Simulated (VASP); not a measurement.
Wanted: the native input for a VASP 6.6.1 run.

| Property | Result |
| --- | --- |
| Task | single point |
| Functional | PBE |
| Potentials or basis | VASP PAW PBE potentials, release 64 (Ag, Cl) |
| Cutoff | 520 eV |
| k mesh | 8 × 8 × 8 |
| Occupations | fermi-dirac, width 0.02 eV |
| Spin | no spin polarisation |
| Dipole correction | no |
| Further INCAR settings | ALGO = Normal; EDIFF = 1e-06; NBANDS = 16 |

The structure of AgCl lies in POSCAR:

```
AgCl
1.0
    0.0000000000      2.7731500000      2.7454185000
    2.7731500000      0.0000000000      2.7454185000
    2.7731500000      2.7731500000      0.0000000000
Ag Cl
1 1
Direct
    0.5000000000      0.5000000000      0.5000000000
    0.0000000000      0.0000000000      0.0000000000
```

This cell differs from its parent crystal: zz strain of -1 %.

These files were run (other wordings do the same):

INCAR

```
ALGO     = Normal         # electronic algorithm
EDIFF    = 1E-6           # SCF threshold, eV
ENCUT    = 520            # plane-wave cutoff, eV
GGA      = PE             # functional
ISIF     = 2              # what is computed and relaxed
ISMEAR   = -1             # smearing method
LASPH    = T              # aspherical terms in the spheres
LCHARG   = T              # write CHGCAR
LELF     = T              # ELF
LREAL    = F              # projectors in reciprocal space
LVHAR    = T            
LWAVE    = F              # write WAVECAR
NBANDS   = 16             # bands
NELM     = 80             # most SCF steps
PREC     = Accurate       # precision mode
SIGMA    = 0.02           # smearing width, eV
```

KPOINTS

```
k-points
0
Gamma
  8 8 8
```

Potentials or basis: VASP PAW PBE potentials, release 64 (Ag, Cl).

The run is started by

```bash
$ cat potpaw_PBE.64/Ag/POTCAR potpaw_PBE.64/Cl/POTCAR > POTCAR
$ mpirun -np 1 vasp_std > vasp.out
```

Results of the run:

| Property | Result |
| --- | --- |
| Pressure | 2.0 GPa |
| Band gap on the k mesh | 0.88 eV (least direct gap 3.21 eV) |

Caveat: the cell differs from its parent crystal (zz strain of -1 %).

It took 70 s on 1 thread of Intel Xeon 8259CL, with other jobs on the host, peak memory 0.19 GiB.
